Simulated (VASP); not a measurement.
# Cr (Im-3m) in VASP: a series of runs

Cr is run at these levels: PBE; tasks: single point.

Program: VASP 6.6.1. These are calculated values, not measurements. Logs are shortened: lines on timing, memory, paths and dates and some standing lists are left out, and cuts for length are marked.

## (1) The cell of the first run

It takes space group Im-3m (No. 229, cubic). The conventional cell has a = 2.334 Å, b = 2.334 Å, c = 2.334 Å, α = 90.00°, β = 90.00°, γ = 90.00°. Cr (site symmetry m-3m) has 14 Cr at 2.02 to 2.33 Å within 2.7 Å.

## (2) Single point, PBE (volume scaled by 0.55)

The input, INCAR:

```
SYSTEM = Cr
  PREC = Accurate
  ENCUT = 520
  EDIFF = 1E-6
  ISMEAR = -1
  SIGMA = 0.08
  LREAL = .FALSE.
  LASPH = .TRUE.
  NELM = 80
  ALGO = Normal
  ISIF = 2
  LWAVE = .FALSE.
  LCHARG = .FALSE.
  GGA = PE
  NBANDS = 12
```

The input, KPOINTS:

```
Automatic mesh
0
G
  21 21 21
  0 0 0
```

The input, POSCAR:

```
Cr
1.0
   -1.1669137208      1.1669137208      1.1669137208
    1.1669137208     -1.1669137208      1.1669137208
    1.1669137208      1.1669137208     -1.1669137208
Cr
1
Direct
    0.0000000000      0.0000000000      0.0000000000
```

Potentials or basis: VASP PAW PBE potentials, release 64 (Cr_pv).

Launch:

```console
$ cat potpaw_PBE.64/Cr_pv/POTCAR > POTCAR
$ mpirun -np 1 vasp_std > vasp.out
```

OUTCAR:

```text
SYSTEM = Cr
   PREC = Accurate
   ENCUT = 520
   EDIFF = 1E-6
   ISMEAR = -1
   LREAL = .FALSE.
   LASPH = .TRUE.
   NELM = 80
   ISIF = 2
   GGA = PE

 ion  position               nearest neighbor table
   1  0.000  0.000  0.000-

  LATTYP: Found a body centered cubic cell.
 ALAT       =     2.3338274416

  Lattice vectors:

 A1 = (  -1.1669137208,   1.1669137208,   1.1669137208)
 A2 = (   1.1669137208,  -1.1669137208,   1.1669137208)
 A3 = (   1.1669137208,   1.1669137208,  -1.1669137208)

Analysis of symmetry for initial positions (statically):
=====================================================================
 Subroutine PRICEL returns:
 Original cell was already a primitive cell.

 Routine SETGRP: Setting up the symmetry group for a
 body centered cubic supercell.

 Subroutine GETGRP returns: Found 48 space group operations
 (whereof 48 operations were pure point group operations)
 out of a pool of 48 trial point group operations.

The static configuration has the point symmetry O_h .

Analysis of symmetry for dynamics (positions and initial velocities):
=====================================================================
 Subroutine PRICEL returns:
 Original cell was already a primitive cell.

 Routine SETGRP: Setting up the symmetry group for a
 body centered cubic supercell.

 Subroutine GETGRP returns: Found 48 space group operations
 (whereof 48 operations were pure point group operations)
 out of a pool of 48 trial point group operations.

The dynamic configuration has the point symmetry O_h .

 Subroutine INISYM returns: Found 48 space group operations
 (whereof 48 operations are pure point group operations),
 and found     1 'primitive' translations

----------------------------------------------------------------------------------------

                                     Primitive cell

  volume of cell :       6.3559

  direct lattice vectors                    reciprocal lattice vectors
    -1.166913721  1.166913721  1.166913721     0.000000000  0.428480693  0.428480693
     1.166913721 -1.166913721  1.166913721     0.428480693  0.000000000  0.428480693
     1.166913721  1.166913721 -1.166913721     0.428480693  0.428480693  0.000000000

  length of vectors
     2.021153852  2.021153852  2.021153852     0.605963208  0.605963208  0.605963208

[... 77 lines left out ...]
   NELM   =     80;   NELMIN=  2; NELMDL= -5     # of ELM steps
   EDIFF  = 0.1E-05   stopping-criterion for ELM
   LREAL  =      F    real-space projection
   EDIFFG = 0.1E-04   stopping-criterion for IOM
   NSW    =      0    number of steps for IOM
   IBRION =     -1    ionic relax: 0-MD 1-quasi-New 2-CG
   NFREE  =      0    steps in history (QN), initial steepest desc. (CG)
   ISIF   =      2    stress and relaxation
   ISYM   =      2    0-nonsym 1-usesym 2-fastsym
   POTIM  = 0.5000    time-step for ionic-motion
   TEBEG  =    0.0;   TEEND  =   0.0 temperature during run
   PSTRESS=    0.0 pullay stress
   NELECT =      12.0000    total number of electrons
   NUPDOWN=      -1.0000    fix difference up-down
   EMIN   =  10.00;   EMAX   =-10.00  energy-range for DOS
   EFERMI =   0.00;   METHOD = LEGACY
   ISMEAR =    -1;   SIGMA  =   0.08  broadening in eV -4-tet -1-fermi 0-gaus
   EFERMI_NEDOS =   21; number of points for ismear=-14 and -15
   IALGO  =     38    algorithm
   IMIX   =      4    mixing-type and parameters
     AMIX     =   0.40;   BMIX     =  1.00
     AMIX_MAG =   1.60;   BMIX_MAG =  1.00
  volume/ion in A,a.u.               =       6.36        42.89
  Fermi-wavevector in a.u.,A,eV,Ry     =   2.023376  3.823625 55.702914  4.094049
  Thomas-Fermi vector in A             =   3.033138
   LORBIT       =      0    0 simple, 1 ext, 2 COOP (PROOUT), +10 PAW based schemes
   GGA     = PE    functional components
   LHFCALC =     F    Hartree Fock is set to
   AEXX    =    0.0000 exact exchange contribution
   IVDW    =     0    specifies the selected vdW correction
   LEPSILON=     F    determine dielectric tensor
   LRPA    =     F    only Hartree local field effects (RPA)
 non-spin polarized calculation
  energy-cutoff  :      520.00
  volume of cell :        6.36
 maximum number of plane-waves:       179
   NGX =  7   NGY =  7   NGZ =  7

 number of electron      12.0000003 magnetization

 Free energy of the ion-electron system (eV)
  ---------------------------------------------------
  ext. energy  EPLUGINS =         0.00000000
  ---------------------------------------------------
  free energy    TOTEN  =        -4.39692568 eV

  energy without entropy =       -4.38541822  energy(sigma->0) =       -4.39117195

 E-fermi :  22.3682     XC(G=0): -17.5226

 val. band max:       22.3539577324   @ k =  -0.3333   0.3810   0.1905
 cond. band min:      22.3766621277   @ k =   0.3810   0.1429   0.0952
 fundamental gap:      0.0227043952
 Fermi energy:        22.3681968353

 k-point     1 :       0.0000    0.0000    0.0000
  band No.  band energies     occupation
      1     -19.2513      2.00000
      2     -19.2513      2.00000
      3     -19.2513      2.00000
      4      13.7222      2.00000
      5      19.8724      2.00000
      6      19.8724      2.00000
      7      19.8724      2.00000
      8      24.1594      0.00000
      9      24.1594      0.00000
     10      29.8060      0.00000
     11      48.6754      0.00000
     12      48.6754      0.00000
[... 331 lines left out ...]
 k-point    24 :       0.1905    0.0952   -0.0000
  band No.  band energies     occupation
      1     -21.8889      2.00000
      2     -19.9839      2.00000
      3     -19.4488      2.00000
      4      16.2378      2.00000
      5      18.1293      2.00000
      6      19.6055      2.00000
      7      23.0482      0.00041
      8      24.2275      0.00000
      9      24.8857      0.00000
     10      29.7967      0.00000
     11      48.1126      0.00000
     12      48.7127      0.00000

 [... further k-points ...]
[... 5 lines left out ...]
  --------------------------------------------------------------------------------------
  -------------------------------------------------------------------------------------
  Total       20.8931568     20.8931568     20.8931568      0.0000000      0.0000000      0.0000000
  in kB     5266.6980040   5266.6980040   5266.6980040      0.0000000      0.0000000      0.0000000
  external PRESSURE =    5266.6980040 kB  Pullay stress =       0.0000000 kB

 VOLUME and BASIS-vectors are now :
 -----------------------------------------------------------------------------
  energy-cutoff  :      520.00
  volume of cell :        6.36
      direct lattice vectors                 reciprocal lattice vectors
    -1.166913721  1.166913721  1.166913721     0.000000000  0.428480693  0.428480693
     1.166913721 -1.166913721  1.166913721     0.428480693  0.000000000  0.428480693
     1.166913721  1.166913721 -1.166913721     0.428480693  0.428480693  0.000000000

 POSITION                                       TOTAL-FORCE (eV/Angst)
 -----------------------------------------------------------------------------------
      0.00000      0.00000      0.00000        -0.000000      0.000000     -0.000000
 -----------------------------------------------------------------------------------
    total drift:                                0.000000      0.000000     -0.000000

  FREE ENERGIE OF THE ION-ELECTRON SYSTEM (eV)
  ---------------------------------------------------
  free  energy   TOTEN  =        -4.3969256804 eV

  energy  without entropy=       -4.3854182213  energy(sigma->0) =       -4.39117195
```

OSZICAR:

```text
N       E                     dE             d eps       ncg     rms          rms(c)
DAV:   1     0.709569446240E+02    0.70957E+02   -0.67094E+03  7088   0.132E+03
DAV:   2    -0.408474755787E+01   -0.75042E+02   -0.71737E+02  7096   0.297E+02
DAV:   3    -0.483423891186E+01   -0.74949E+00   -0.74595E+00  7208   0.342E+01
DAV:   4    -0.483612726390E+01   -0.18884E-02   -0.18883E-02  7220   0.171E+00
DAV:   5    -0.483613643470E+01   -0.91708E-05   -0.91724E-05  7160   0.110E-01    0.324E+01
DAV:   6    -0.448284350412E+01    0.35329E+00   -0.32231E-01  7016   0.117E+01    0.148E+01
DAV:   7    -0.440387582097E+01    0.78968E-01   -0.54861E-02  7172   0.468E+00    0.265E+00
DAV:   8    -0.439713806804E+01    0.67378E-02   -0.14025E-02  6876   0.217E+00    0.183E-01
DAV:   9    -0.439693440415E+01    0.20366E-03   -0.20858E-04  7112   0.261E-01    0.283E-02
DAV:  10    -0.439692154273E+01    0.12861E-04   -0.40484E-06  7260   0.281E-02    0.528E-03
DAV:  11    -0.439692566117E+01   -0.41184E-05   -0.95195E-08  3728   0.419E-03    0.188E-03
DAV:  12    -0.439692568038E+01   -0.19201E-07   -0.87840E-09  3468   0.117E-03
   1 F= -.43969257E+01 E0= -.43911720E+01  d E =-.115075E-01
```

stdout:

```text
POSCAR found type information on POSCAR Cr
 POSCAR found :  1 types and       1 ions
 scaLAPACK will be used
 LDA part: xc-table for (Slater+PW92), standard interpolation
 POSCAR, INCAR and KPOINTS ok, starting setup
 FFT: planning ... GRIDC
 FFT: planning ... GRID_SOFT
 FFT: planning ... GRID
 WAVECAR not read
 entering main loop
```

It took 12 s on 1 thread of Intel Xeon Platinum 8259CL at 2.50GHz (Skylake/Cascade Lake), shared host; peak memory 0.13 GiB.

Results:

| Quantity | Value |
| --- | --- |
| Free energy | -4.3969 eV |
| Pressure | 526.7 GPa |
| Band gap on the k mesh | zero (band 6 reaches 27.33 eV, above the bottom of band 7 at 19.87 eV) |

Levels at points of the mesh, in eV from the Fermi level:
```tsv
k point	band 2	band 3	band 4	band 5	band 6	band 7	band 8	band 9	band 10	band 11
(0.00, 0.00, 0.00)	-41.62	-41.62	-8.65	-2.50	-2.50	-2.50	1.79	1.79	7.44	26.31
```

Caveat: the run has no spin polarisation, though such a crystal can be magnetic.

## (3) Single point, PBE (volume scaled by 0.65)

The input, INCAR:

```
PREC = Accurate
ENCUT = 520
EDIFF = 1E-7
ISMEAR = -1
SIGMA = 0.08
LREAL = F
LASPH = T
NELM = 60
ALGO = Normal
ISIF = 2
LWAVE = F
LCHARG = F
GGA = PE
NBANDS = 12
```

The input, KPOINTS:

```
regular mesh
0
Gamma
  21 21 21
```

The input, POSCAR:

```
Cr
1.0
   -1.2337361836      1.2337361836      1.2337361836
    1.2337361836     -1.2337361836      1.2337361836
    1.2337361836      1.2337361836     -1.2337361836
Cr
1
Direct
    0.0000000000      0.0000000000      0.0000000000
```

Potentials or basis: VASP PAW PBE potentials, release 64 (Cr_pv).

Launch:

```console
$ cat potpaw_PBE.64/Cr_pv/POTCAR > POTCAR
$ mpirun -np 1 vasp_std > vasp.out
```

Run time: 13 s. Hardware: 1 thread of Intel Xeon Platinum 8259CL at 2.50GHz (Skylake/Cascade Lake), shared host; peak memory 0.13 GiB.

The run converged. Its results:

| Property | Result |
| --- | --- |
| Free energy | -7.1661 eV |
| Pressure | 270.3 GPa |
| Band gap on the k mesh | zero (band 6 reaches 22.67 eV, above the bottom of band 7 at 16.71 eV) |

Levels at points of the mesh, in eV from the Fermi level:
```tsv
k point	band 4	band 5	band 6	band 7	band 8	band 9
(0.00, 0.00, 0.00)	-8.90	-1.86	-1.86	-1.86	1.66	1.66
```

Caveat: the run has no spin polarisation, though such a crystal can be magnetic.

## (4) Single point, PBE (volume scaled by 0.75)

The input, INCAR:

```
SYSTEM = Cr
ALGO = Normal
EDIFF = 1E-6
ENCUT = 520
GGA = PE
ISIF = 2
ISMEAR = -1
LASPH = .True.
LCHARG = .True.
LELF = .True.
LREAL = .False.
LVHAR = .True.
LWAVE = .False.
NBANDS = 12
NELM = 60
PREC = Accurate
SIGMA = 0.08
```

The input, KPOINTS:

```
k-points
0
Gamma
  21 21 21
  0 0 0
```

The input, POSCAR:

```
Cr
1.0
   -1.2940119024      1.2940119024      1.2940119024
    1.2940119024     -1.2940119024      1.2940119024
    1.2940119024      1.2940119024     -1.2940119024
Cr
1
Direct
    0.0000000000      0.0000000000      0.0000000000
```

Launch:

```console
$ cat potpaw_PBE.64/Cr_pv/POTCAR > POTCAR
$ mpirun -np 1 vasp_std > vasp.out
```

It took 26 s on 1 thread of Intel Xeon Platinum 8259CL at 2.50GHz (Skylake/Cascade Lake), shared host; peak memory 0.14 GiB.

Results (log left out):

| Property | Result |
| --- | --- |
| Free energy | -8.5804 eV |
| Pressure | 134.7 GPa |
| Band gap on the k mesh | zero (band 6 reaches 19.17 eV, above the bottom of band 7 at 14.26 eV) |

Levels at points of the mesh, in eV from the Fermi level:
```csv
k point,band 3,band 4,band 5,band 6,band 7,band 8,band 9,band 10
"(0.00, 0.00, 0.00)",-42.29,-8.74,-1.46,-1.46,-1.46,1.50,1.50,7.28
```

Caveat: the run has no spin polarisation, though such a crystal can be magnetic.

## (5) Single point, PBE (volume scaled by 0.75, level accurate)

The input, INCAR:

```
PREC = Accurate
ENCUT = 520
EDIFF = 1E-6
ISMEAR = -1
SIGMA = 0.08
LREAL = F
LASPH = T
NELM = 80
ALGO = Normal
ISIF = 2
LWAVE = F
LCHARG = F
GGA = PE
NBANDS = 12
```

The input, KPOINTS:

```
regular mesh
0
Gamma
  21 21 21
```

POSCAR is that of step 4.

Launch:

```console
$ cat potpaw_PBE.64/Cr_pv/POTCAR > POTCAR
$ mpirun -np 1 vasp_std > vasp.out
```

Run time: 25 s. Hardware: 1 thread of Intel Xeon Platinum 8259CL at 2.50GHz (Skylake/Cascade Lake), shared host; peak memory 0.14 GiB.

The run converged. Its results:

* Free energy: -8.5804 eV
* Pressure: 134.7 GPa
* Band gap on the k mesh: zero (band 6 reaches 19.17 eV, above the bottom of band 7 at 14.26 eV)

Levels at points of the mesh, in eV from the Fermi level:
| k point | band 2 | band 3 | band 4 | band 5 | band 6 | band 7 | band 8 | band 9 | band 10 | band 11 |
| --- | --- | --- | --- | --- | --- | --- | --- | --- | --- | --- |
| (0.00, 0.00, 0.00) | -42.29 | -42.29 | -8.74 | -1.46 | -1.46 | -1.46 | 1.50 | 1.50 | 7.28 | 24.40 |

Caveat: the run has no spin polarisation, though such a crystal can be magnetic.

## (6) Single point, PBE (volume scaled by 0.85)

The input, INCAR:

```
  PREC = Accurate
  ENCUT = 520
  EDIFF = 1E-7
  ISMEAR = -1
  SIGMA = 0.08
  LREAL = False
  LASPH = True
  NELM = 60
  ALGO = Normal
  ISIF = 2
  LWAVE = False
  LCHARG = False
  GGA = PE
  NBANDS = 12
```

The input, KPOINTS:

```
Automatic mesh
0
Gamma
  21 21 21
```

The input, POSCAR:

```
Cr
1.0
   -1.3491414698      1.3491414698      1.3491414698
    1.3491414698     -1.3491414698      1.3491414698
    1.3491414698      1.3491414698     -1.3491414698
Cr
1
Direct
    0.0000000000      0.0000000000      0.0000000000
```

Potentials or basis: VASP PAW PBE potentials, release 64 (Cr_pv).

Launch:

```console
$ cat potpaw_PBE.64/Cr_pv/POTCAR > POTCAR
$ mpirun -np 1 vasp_std > vasp.out
```

Wall time 25 s (1 thread of Intel Xeon Platinum 8259CL at 2.50GHz (Skylake/Cascade Lake), shared host); peak memory 0.14 GiB.

It converged, with:

| Item | Value |
| --- | --- |
| Free energy | -9.2513 eV |
| Pressure | 58.3 GPa |
| Band gap on the k mesh | zero (band 6 reaches 16.45 eV, above the bottom of band 7 at 12.32 eV) |

Levels at points of the mesh, in eV from the Fermi level:
| k point | band 2 | band 3 | band 4 | band 5 | band 6 | band 7 | band 8 | band 9 | band 10 | band 11 |
| --- | --- | --- | --- | --- | --- | --- | --- | --- | --- | --- |
| (0.00, 0.00, 0.00) | -42.51 | -42.51 | -8.43 | -1.19 | -1.19 | -1.19 | 1.33 | 1.33 | 7.19 | 23.50 |

Caveat: the run has no spin polarisation, though such a crystal can be magnetic. Spin polarisation is off, so any magnetic state and its effect on volume and gap are missing.

## (7) Overview

| cell | gap on the mesh (eV) | pressure (GPa) |
| --- | --- | --- |
| a = 2.021 Å, angles 109.5°, 1 atom | none | 526.7 |
| a = 2.137 Å, angles 109.5°, 1 atom | none | 270.3 |
| a = 2.241 Å, angles 109.5°, 1 atom | none | 134.7 |
| a = 2.337 Å, angles 109.5°, 1 atom | none | 58.3 |

Alike in all rows: task single point; level PBE; potentials or basis VASP PAW PBE potentials, release 64 (Cr_pv); no spin polarisation; k mesh 21 × 21 × 21; cutoff (eV) 520; smearing fermi-dirac 0.08 eV.

Caveats: the run has no spin polarisation, though such a crystal can be magnetic.

Total energies depend on the potentials used, so only differences within one code and one set of settings carry meaning.
